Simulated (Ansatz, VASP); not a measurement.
# One calculation of Br, two programs

File INCAR:

```
PREC = Accurate
ENCUT = 520
EDIFF = 1E-6
ISMEAR = 0
SIGMA = 0.15
LREAL = False
LASPH = True
NELM = 100
ALGO = Normal
ISIF = 2
LWAVE = False
LCHARG = True
GGA = CA
LELF = True
LVHAR = True
NBANDS = 10
```

File KPOINTS:

```
regular mesh
0
Gamma
  26 26 26
```

Contents of POSCAR:

```
Br
1.0
   -1.2867684050      1.7199972000      3.5779911600
    1.2867684050     -1.7199972000      3.5779911600
    1.2867684050      1.7199972000     -3.5779911600
Br
1
Direct
    0.0000000000      0.0000000000      0.0000000000
```

Input for Ansatz:

```yaml
crystal:
  lattice:
    - [-1.286768405, 1.7199972, 3.57799116]
    - [1.286768405, -1.7199972, 3.57799116]
    - [1.286768405, 1.7199972, -3.57799116]
  atoms:
    - { symbol: Br, position: [0.0, 0.0, 0.0] }
basis:
  ecutwfc: 420
kpoints:
  mp_grid: { grid: [26, 26, 26] }
hamiltonian:
  xc: lda
scf:
  occupations: { method: gaussian, width: 0.15 }
output:
  forces: true
  stress: true
  eigenvalues: true
```

Alike in both runs: task single point; functional LDA; k mesh 26 × 26 × 26; occupations gaussian, width 0.15 eV; no spin polarisation.

```csv
,VASP,Ansatz
version,VASP 6.6.1,Ansatz 0.2.0
potentials or method,"VASP PAW LDA potentials, release 64 (Br), cutoff 520 eV","scalar-relativistic, plane waves, PAW"
valence electrons in the cell,7,7
```

Ansatz gave:

| Property | Result |
| --- | --- |
| gap on the k mesh at the Fermi level (eV) | none |
| pressure (GPa) | -2.1 |
| traceless stress, the component that is largest in VASP (GPa) | 1.02 |

Q: Estimate VASP's values.

A: gap on the k mesh at the Fermi level (eV): none; pressure (GPa): -2.0; traceless stress, the component that is largest in VASP (GPa): 0.95.

LDA's correlation is that of Perdew and Zunger in VASP and of Perdew and Wang (1992) in Ansatz. A gap of «none» marks a metal or a gap that the smearing closes.
